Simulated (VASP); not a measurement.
# P: single point with r2SCAN+D3(BJ)

Crystal: P.

```
CELL_PARAMETERS angstrom
1.57836 0.91127 2.57802
-1.57836 0.91127 2.57802
0.00000 -1.82253 2.57802
ATOMIC_POSITIONS crystal
P 0.24998 0.24998 0.24998
P 0.75002 0.75002 0.75002
```

This isn't the form of P at room conditions, which is orthorhombic.

```yaml
Program: VASP 6.6.1
Task: single point
Functional: r2SCAN
Dispersion: D3(BJ)
Potentials_or_basis: VASP PAW PBE potentials, release 64 (P)
Cutoff: 520 eV
k_mesh: 18 × 18 × 18
Occupations: gaussian, width 0.05 eV
Spin: no spin polarisation
Dipole_correction: no
Further_INCAR_settings: ALGO = Normal; EDIFF = 1e-06; NBANDS = 12
```

```yaml
Pressure: 51.0 GPa
Band_gap_on_the_k_mesh: zero (bands 5 and 6 overlap by 5.14 eV)
Dispersion_energy_per_atom: -0.299 eV
```

Levels at points of the mesh, in eV from the Fermi level:
```csv
k point,band 3,band 4,band 5,band 6,band 7,band 8
"(0.00, 0.00, 0.00)",-2.65,-2.65,2.52,3.93,3.94,3.94
"(0.50, 0.00, 0.00)",-2.06,-2.05,-2.05,-2.05,2.94,2.94
"(0.50, 0.50, 0.00)",-7.45,-7.07,-7.07,-0.62,9.98,11.49
"(0.50, 0.50, 0.50)",-2.05,-2.05,-2.05,-2.05,2.94,2.94
```

It took 9 min on 1 thread of Oxide Virtual Turin-like Processor, with other jobs on the host, peak memory 0.21 GiB.

Caveat: the cell stands under pressure; the PAW data sets were made with another functional, which shifts forces and pressure a little.
